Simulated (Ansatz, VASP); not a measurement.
## Al: VASP beside Ansatz

```
Al
1.0
     0.00000    2.01946    2.01946
     2.01946    0.00000    2.01946
     2.01946    2.01946    0.00000
Al
1
Direct
  0.00000 0.00000 0.00000
```

Alike in both runs: functional PBE; k mesh 16 × 16 × 16; occupations methfessel-paxton of order 1, width 0.1 eV; no spin polarisation.

Ansatz relaxed the structure, and its values are those at the end. VASP's run is a single point on that final structure, the one shown.

```csv
,VASP,Ansatz
version,VASP 6.6.1,Ansatz 0.2.0
potentials or method,"VASP PAW PBE potentials, release 64 (Al), cutoff 520 eV",plane-wave PAW DFT
valence electrons in the cell,3,3
```

|  | VASP | Ansatz | Ansatz less VASP |
| --- | --- | --- | --- |
| pressure (GPa) | 0.0 | 0.0 | +0.01 |

With one functional, cell and mesh, what is left measures potentials, basis and numerics.
